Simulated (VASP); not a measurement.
Set up this calculation in VASP 6.6.1, as the native input.

- Task: single point
- Functional: r2SCAN
- Potentials or basis: VASP PAW PBE potentials, release 64 (Zn, S)
- Cutoff: 520 eV
- k mesh: 6 × 6 × 6
- Occupations: gaussian, width 0.01 eV
- Spin: no spin polarisation
- Dipole correction: no
- Further INCAR settings: ALGO = Normal; EDIFF = 1e-06; NBANDS = 16

The system is ZnS.

```
CELL_PARAMETERS angstrom
0.00000 2.69409 2.69409
2.69409 0.00000 2.69409
2.69409 2.69409 0.00000
ATOMIC_POSITIONS crystal
Zn 0.00000 0.00000 0.00000
S 0.25000 0.25000 0.25000
```

These files were run (other wordings do the same):

POSCAR

```
ZnS
1.0
    0.0000000000      2.6940858328      2.6940858328
    2.6940858328      0.0000000000      2.6940858328
    2.6940858328      2.6940858328      0.0000000000
Zn S
1 1
Direct
    0.0000000000      0.0000000000      0.0000000000
    0.2500000000      0.2500000000      0.2500000000
```

INCAR.step1

```
SYSTEM = ZnS
ALGO = Normal
EDIFF = 1E-4
ENCUT = 520
GGA = PE
ISMEAR = 0
LASPH = .True.
LCHARG = .False.
LREAL = .False.
LWAVE = .True.
NBANDS = 16
NELM = 80
PREC = Accurate
SIGMA = 0.01
```

INCAR.step2

```
SYSTEM = ZnS
ALGO = Normal
EDIFF = 1E-6
ENCUT = 520
ISIF = 2
ISMEAR = 0
ISTART = 1
LASPH = .True.
LCHARG = .True.
LELF = .True.
LMIXTAU = .True.
LREAL = .False.
LVHAR = .True.
LWAVE = .False.
METAGGA = R2SCAN
NBANDS = 16
NELM = 80
PREC = Accurate
SIGMA = 0.01
```

KPOINTS

```
k-points
0
Gamma
  6 6 6
  0 0 0
```

Potentials or basis: VASP PAW PBE potentials, release 64 (Zn, S).

Run with:

```console
$ cat potpaw_PBE.64/Zn/POTCAR potpaw_PBE.64/S/POTCAR > POTCAR
$ cp INCAR.step1 INCAR
$ mpirun -np 1 vasp_std > vasp.out
$ cp INCAR.step2 INCAR
$ mpirun -np 1 vasp_std > vasp.out
```

Results of the run:

```yaml
Pressure: 0.1 GPa
Band_gap_on_the_k_mesh: 2.71 eV, direct
```

Caveat: the PAW data sets were made with another functional, which shifts forces and pressure a little.

Run time: 28 s on 1 thread of Intel(R) Xeon(R) 6975P-C (Granite Rapids), on a shared host, peak memory 0.16 GiB.
